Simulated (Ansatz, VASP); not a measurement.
**Os, level by level in two programs**

```
Os
1.0
     2.71575    0.00000    0.00000
    -1.35787    2.35191    0.00000
     0.00000    0.00000    4.29071
Os
2
Direct
  0.66667 0.33333 0.75000
  0.33333 0.66667 0.25000
```

Single points on this cell with VASP 6.6.1 and Ansatz 0.2.0. Each row is one pair of runs. Alike in all rows: k mesh: 11 × 11 × 6; smearing: fermi-dirac, width 0.05 eV.

```csv
level,spin,"VASP's potentials, cutoff","Ansatz's potentials, cutoff","gap on the k mesh at the Fermi level (eV), VASP","gap on the k mesh at the Fermi level (eV), Ansatz"
PBEsol,off,"VASP PAW PBE potentials, release 64 (Os), 520 eV","Ansatz PAW, 420 eV",none,none
BLYP,off,"VASP PAW PBE potentials, release 64 (Os), 520 eV","Ansatz PAW, 420 eV",none,none
r2SCAN+D3(BJ),off,"VASP PAW PBE potentials, release 64 (Os), 520 eV","Ansatz PAW, 500 eV",none,none
LDA,off,"VASP PAW LDA potentials, release 64 (Os), 520 eV","PseudoDojo standard (LDA files), 1007 eV",none,none
r2SCAN+rVV10,off,"VASP PAW PBE potentials, release 64 (Os), 520 eV","Ansatz PAW, 500 eV",none,none
LDA,"non-collinear, zero start, SOC","VASP PAW LDA potentials, release 64 (Os), 520 eV","Ansatz PAW, 420 eV",-,-
```

VASP's potentials hold 16 valence electrons a cell and Ansatz's 32, so a difference there can come from the potentials and not from the codes.

A gap of «none» marks a metal or a gap that the smearing closes.
